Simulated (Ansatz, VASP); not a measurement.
**B in VASP and in Ansatz**

```
B
1.0
     0.00000    1.43242    1.43242
     1.43242    0.00000    1.43242
     1.43242    1.43242    0.00000
B
1
Cartesian
  0.0000 0.0000 0.0000
```

Alike in both runs: task single point; functional PBEsol; k mesh 16 × 16 × 16; occupations fermi-dirac, width 0.08 eV; no spin polarisation.

|  | VASP | Ansatz |
| --- | --- | --- |
| version | VASP 6.6.1 | Ansatz 0.2.0 |
| potentials or method | VASP PAW PBE potentials, release 64 (B), cutoff 500 eV | all-electron LAPW, scalar-relativistic |

|  | VASP | Ansatz | Ansatz less VASP |
| --- | --- | --- | --- |
| pressure (GPa) | -2.5 | -3.0 | -0.42 |

VASP's potentials were made for PBE, not for PBEsol. Ansatz ran all-electron here, and VASP with PAW potentials.
